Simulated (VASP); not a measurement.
# ZrS (Fm-3m) in VASP: further runs, part 2 of 2

VASP 6.6.1.

### Step 4. Single point, PBEsol

This run uses another cell than the first one, of 19.17 Å³/atom, 1.039 times its volume.

File INCAR:

```
SYSTEM = ZrS
PREC = Accurate
ENCUT = 520
EDIFF = 1E-6
ISMEAR = -1
SIGMA = 0.05
LREAL = .FALSE.
LASPH = .TRUE.
NELM = 60
ALGO = Normal
ISIF = 2
LWAVE = .FALSE.
LCHARG = .TRUE.
GGA = PS
LELF = .TRUE.
LVHAR = .TRUE.
NBANDS = 16
```

File KPOINTS:

```
regular mesh
0
G
  8 8 8
  0 0 0
```

File POSCAR:

```
ZrS
1.0
    0.0000000000      2.6764836589      2.6764836589
    2.6764836589      0.0000000000      2.6764836589
    2.6764836589      2.6764836589      0.0000000000
Zr S
1 1
Direct
    0.0000000000      0.0000000000      0.0000000000
    0.5000000000      0.5000000000      0.5000000000
```

Potentials or basis: VASP PAW PBE potentials, release 64 (Zr_sv, S).

Started as:

```
> cat potpaw_PBE.64/Zr_sv/POTCAR potpaw_PBE.64/S/POTCAR > POTCAR
> mpirun -np 1 vasp_std > vasp.out
```

OUTCAR:

```text
SYSTEM = ZrS
   PREC = Accurate
   ENCUT = 520
   EDIFF = 1E-6
   ISMEAR = -1
   LREAL = .FALSE.
   LASPH = .TRUE.
   NELM = 60
   ISIF = 2
   GGA = PS

 ion  position               nearest neighbor table
   1  0.000  0.000  0.000-   2 2.68   2 2.68   2 2.68   2 2.68   2 2.68   2 2.68
   2  0.500  0.500  0.500-   1 2.68   1 2.68   1 2.68   1 2.68   1 2.68   1 2.68

  LATTYP: Found a face centered cubic cell.
 ALAT       =     5.3529673178

  Lattice vectors:

 A1 = (   0.0000000000,   2.6764836589,   2.6764836589)
 A2 = (   2.6764836589,   0.0000000000,   2.6764836589)
 A3 = (   2.6764836589,   2.6764836589,   0.0000000000)

Analysis of symmetry for initial positions (statically):
=====================================================================
 Subroutine PRICEL returns:
 Original cell was already a primitive cell.

 Routine SETGRP: Setting up the symmetry group for a
 face centered cubic supercell.

 Subroutine GETGRP returns: Found 48 space group operations
 (whereof 48 operations were pure point group operations)
 out of a pool of 48 trial point group operations.

The static configuration has the point symmetry O_h .

Analysis of symmetry for dynamics (positions and initial velocities):
=====================================================================
 Subroutine PRICEL returns:
 Original cell was already a primitive cell.

 Routine SETGRP: Setting up the symmetry group for a
 face centered cubic supercell.

 Subroutine GETGRP returns: Found 48 space group operations
 (whereof 48 operations were pure point group operations)
 out of a pool of 48 trial point group operations.

The dynamic configuration has the point symmetry O_h .

 Subroutine INISYM returns: Found 48 space group operations
 (whereof 48 operations are pure point group operations),
 and found     1 'primitive' translations

[... 102 lines left out ...]
   POTIM  = 0.5000    time-step for ionic-motion
   TEBEG  =    0.0;   TEEND  =   0.0 temperature during run
   PSTRESS=    0.0 pullay stress
   NELECT =      18.0000    total number of electrons
   NUPDOWN=      -1.0000    fix difference up-down
   EMIN   =  10.00;   EMAX   =-10.00  energy-range for DOS
   EFERMI =   0.00;   METHOD = LEGACY
   ISMEAR =    -1;   SIGMA  =   0.05  broadening in eV -4-tet -1-fermi 0-gaus
   EFERMI_NEDOS =   21; number of points for ismear=-14 and -15
   IALGO  =     38    algorithm
   IMIX   =      4    mixing-type and parameters
     AMIX     =   0.40;   BMIX     =  1.00
     AMIX_MAG =   1.60;   BMIX_MAG =  1.00
  volume/ion in A,a.u.               =      19.17       129.39
  Fermi-wavevector in a.u.,A,eV,Ry     =   1.272305  2.404307 22.024551  1.618759
  Thomas-Fermi vector in A             =   2.405190
   LORBIT       =      0    0 simple, 1 ext, 2 COOP (PROOUT), +10 PAW based schemes
   GGA     = PS    functional components
   LHFCALC =     F    Hartree Fock is set to
   AEXX    =    0.0000 exact exchange contribution
   IVDW    =     0    specifies the selected vdW correction
   LEPSILON=     F    determine dielectric tensor
   LRPA    =     F    only Hartree local field effects (RPA)
 non-spin polarized calculation
  energy-cutoff  :      520.00
  volume of cell :       38.35
 maximum number of plane-waves:      1056
   NGX = 15   NGY = 15   NGZ = 15

 number of electron      18.0000001 magnetization

 Free energy of the ion-electron system (eV)
  ---------------------------------------------------
  ext. energy  EPLUGINS =         0.00000000
  ---------------------------------------------------
  free energy    TOTEN  =       -16.35115634 eV

  energy without entropy =      -16.33860861  energy(sigma->0) =      -16.34488247

 E-fermi :   9.9537     XC(G=0): -11.1806

 val. band max:        9.9240414022   @ k =  -0.2500   0.5000   0.2500
 cond. band min:       9.9677187398   @ k =  -0.3750   0.2500   0.0000
 fundamental gap:      0.0436773375
 Fermi energy:         9.9537034677

 k-point     1 :       0.0000    0.0000    0.0000
  band No.  band energies     occupation
      1     -40.0889      2.00000
      2     -18.0808      2.00000
      3     -18.0808      2.00000
      4     -18.0808      2.00000
      5      -5.6558      2.00000
      6       6.4020      2.00000
[... 433 lines left out ...]
      3     -18.1694      2.00000
      4     -18.1283      2.00000
      5      -4.4548      2.00000
      6       2.8266      2.00000
[... 8 lines left out ...]
     15      16.7555      0.00000
     16      17.4638      0.00000

 [... further k-points ...]
[... 5 lines left out ...]
  --------------------------------------------------------------------------------------
  -------------------------------------------------------------------------------------
  Total       -2.9590764     -2.9590764     -2.9590764      0.0000000      0.0000000      0.0000000
  in kB     -123.6354376   -123.6354376   -123.6354376      0.0000000      0.0000000      0.0000000
  external PRESSURE =    -123.6354376 kB  Pullay stress =       0.0000000 kB

 VOLUME and BASIS-vectors are now :
 -----------------------------------------------------------------------------
  energy-cutoff  :      520.00
  volume of cell :       38.35
      direct lattice vectors                 reciprocal lattice vectors
     0.000000000  2.676483659  2.676483659    -0.186812275  0.186812275  0.186812275
     2.676483659  0.000000000  2.676483659     0.186812275 -0.186812275  0.186812275
     2.676483659  2.676483659  0.000000000     0.186812275  0.186812275 -0.186812275

 POSITION                                       TOTAL-FORCE (eV/Angst)
 -----------------------------------------------------------------------------------
      0.00000      0.00000      0.00000         0.000000      0.000000      0.000000
      2.67648      2.67648      2.67648        -0.000000      0.000000     -0.000000
 -----------------------------------------------------------------------------------
    total drift:                                0.000000      0.000000      0.000000

  FREE ENERGIE OF THE ION-ELECTRON SYSTEM (eV)
  ---------------------------------------------------
  free  energy   TOTEN  =       -16.3511563383 eV

  energy  without entropy=      -16.3386086053  energy(sigma->0) =      -16.34488247
```

OSZICAR:

```text
N       E                     dE             d eps       ncg     rms          rms(c)
DAV:   1     0.119519068265E+03    0.11952E+03   -0.94151E+03   928   0.110E+03
DAV:   2    -0.117228017764E+02   -0.13124E+03   -0.12631E+03  1208   0.279E+02
DAV:   3    -0.172130564464E+02   -0.54903E+01   -0.54458E+01  1448   0.495E+01
DAV:   4    -0.172932719643E+02   -0.80216E-01   -0.80185E-01  1152   0.572E+00
DAV:   5    -0.172951507652E+02   -0.18788E-02   -0.18787E-02  1424   0.649E-01    0.133E+01
DAV:   6    -0.163936610817E+02    0.90149E+00   -0.19879E+00  1104   0.942E+00    0.590E+00
DAV:   7    -0.163583098628E+02    0.35351E-01   -0.16030E-01  1224   0.260E+00    0.251E+00
DAV:   8    -0.163516962629E+02    0.66136E-02   -0.27600E-02  1128   0.961E-01    0.443E-01
DAV:   9    -0.163511331971E+02    0.56307E-03   -0.19492E-03  1120   0.236E-01    0.212E-01
DAV:  10    -0.163511689019E+02   -0.35705E-04   -0.35216E-04  1240   0.178E-01    0.888E-02
DAV:  11    -0.163511578367E+02    0.11065E-04   -0.69569E-05  1160   0.599E-02    0.148E-02
DAV:  12    -0.163511562808E+02    0.15559E-05   -0.60462E-06  1112   0.162E-02    0.539E-03
DAV:  13    -0.163511563383E+02   -0.57525E-07   -0.21576E-07   608   0.328E-03
   1 F= -.16351156E+02 E0= -.16344882E+02  d E =-.125477E-01
```

stdout:

```text
POSCAR found type information on POSCAR ZrS
 POSCAR found :  2 types and       2 ions
 scaLAPACK will be used
 -----------------------------------------------------------------------------
|                                                                             |
|                                                                             |
|     You enforced a specific xc type in the INCAR file but a different       |
|     I HOPE YOU KNOW WHAT YOU ARE DOING!                                     |
|                                                                             |
 -----------------------------------------------------------------------------

 LDA part: xc-table for (Slater+PW92), standard interpolation
 POSCAR, INCAR and KPOINTS ok, starting setup
 FFT: planning ... GRIDC
 FFT: planning ... GRID_SOFT
 FFT: planning ... GRID
 WAVECAR not read
 entering main loop
```

Run time: 29 s. Hardware: 1 thread of AMD EPYC 7R13, shared host; peak memory 0.13 GiB.

Results:

```yaml
Free_energy: -16.3512 eV
Pressure: -12.4 GPa
Band_gap_on_the_k_mesh: zero (band 9 reaches 11.24 eV, above the bottom of band 10 at 8.67 eV)
```

Caveat: the PAW data sets were made with another functional, which shifts forces and pressure a little.

### Step 5. Summary

```tsv
cell	gap on the mesh (eV)	pressure (GPa)
a = 3.737 Å, angles 60.0°, 2 atoms	none	-8.6
a = 3.761 Å, angles 60.0°, 2 atoms	none	-10.6
a = 3.785 Å, angles 60.0°, 2 atoms	none	-12.4
```

Alike in all rows: task single point; level PBEsol; potentials or basis VASP PAW PBE potentials, release 64 (Zr_sv, S); no spin polarisation; k mesh 8 × 8 × 8; cutoff (eV) 520; smearing fermi-dirac 0.05 eV.

Caveats: the PAW data sets were made with another functional, which shifts forces and pressure a little.

Total energies depend on the potentials used, so only differences within one code and one set of settings carry meaning.
